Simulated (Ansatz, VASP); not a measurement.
TiC: VASP beside Ansatz

File INCAR:

```
SYSTEM = TiC
  ALGO = Normal
  EDIFF = 1E-6
  EDIFFG = -0.001
  ENCUT = 600
  GGA = PS
  IBRION = 2
  ISIF = 3
  ISMEAR = -1
  LASPH = .True.
  LCHARG = .False.
  LREAL = .False.
  LWAVE = .False.
  NELM = 80
  NSW = 80
  PREC = Accurate
  SIGMA = 0.15
```

The input KPOINTS:

```
k-points
0
Gamma
  16 16 16
  0 0 0
```

File POSCAR:

```
TiC
1.0
    0.0000000000      2.1464297703      2.1464297703
    2.1464297703      0.0000000000      2.1464297703
    2.1464297703      2.1464297703      0.0000000000
Ti C
1 1
Direct
    0.0000000000      0.0000000000      0.0000000000
    0.5000000000      0.5000000000      0.5000000000
```

Input for Ansatz:

```yaml
crystal:
  lattice:
    - [0.0, 2.1464297714, 2.1464297714]
    - [2.1464297714, 0.0, 2.1464297714]
    - [2.1464297714, 2.1464297714, 0.0]
  atoms:
    - { symbol: Ti, position: [0.0, 0.0, 0.0] }
    - { symbol: C, position: [0.5, 0.5, 0.5] }
basis:
  ecutwfc: 420
kpoints:
  mp_grid: { grid: [16, 16, 16] }
hamiltonian:
  xc: pbesol
  pseudopotentials: { kind: paw, azcp: { folder: soft_1 } }
scf:
  occupations: { method: fermi_dirac, width: 0.15 }
output:
  forces: true
  stress: true
  eigenvalues: true
relax:
  adjacent_minimum: "off"
  f_tol: 0.001
  max_steps: 60
  cell: { stress_tol: 0.01 }
```

Alike in both runs: task relaxation of cell and atoms; functional PBEsol; k mesh 16 × 16 × 16; occupations fermi-dirac, width 0.15 eV; no spin polarisation.

|  | VASP | Ansatz |
| --- | --- | --- |
| version | VASP 6.6.1 | Ansatz 0.2.0 |
| potentials or method | VASP PAW PBE potentials, release 64 (Ti_sv, C), cutoff 600 eV | scalar-relativistic, plane waves, PAW |
| valence electrons in the cell | 16 | 16 |

Ansatz gave:

- gap on the k mesh at the Fermi level, each at its own relaxed structure (eV): none
- relaxed volume (Å³/atom): 9.89
- relaxed cell length with the largest relative difference (Å): 3.036

Q: What did VASP give for the same quantities?

A: gap on the k mesh at the Fermi level, each at its own relaxed structure (eV): none; relaxed volume (Å³/atom): 9.90; relaxed cell length with the largest relative difference (Å): 3.037.

VASP's potentials were made for PBE, not for PBEsol, and Ansatz warns of the same on its side. A gap of «none» marks a metal or a gap that the smearing closes.
